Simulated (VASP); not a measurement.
A run of VASP 6.6.1:

File INCAR:

```
SYSTEM = S
  PREC = Accurate
  ENCUT = 520
  EDIFF = 1E-6
  ISMEAR = 0
  SIGMA = 0.1
  LREAL = .FALSE.
  LASPH = .TRUE.
  NELM = 60
  ALGO = Normal
  ISIF = 2
  LWAVE = .FALSE.
  LCHARG = .FALSE.
  GGA = PE
  NBANDS = 9
```

The input KPOINTS:

```
regular mesh
0
G
  15 15 15
  0 0 0
```

The input POSCAR:

```
S
1.0
   -0.2393220413      1.9737885920      1.9737885920
    1.9737885920     -0.2393220413      1.9737885920
    1.9737885920      1.9737885920     -0.2393220413
S
1
Direct
    0.0000000000      0.0000000000      0.0000000000
```

Potentials or basis: VASP PAW PBE potentials, release 64 (S).

Launch:

```bash
$ cat potpaw_PBE.64/S/POTCAR > POTCAR
$ mpirun -np 1 vasp_std > vasp.out
```

Hardware: 1 thread of Intel(R) Xeon(R) 6975P-C (Granite Rapids), on a shared host.

How long does it take, and how much memory?

It took 17 s on 1 thread of Intel(R) Xeon(R) 6975P-C (Granite Rapids) (shared host), peak memory 0.16 GiB. Counts: scf iterations 10, k points 344.
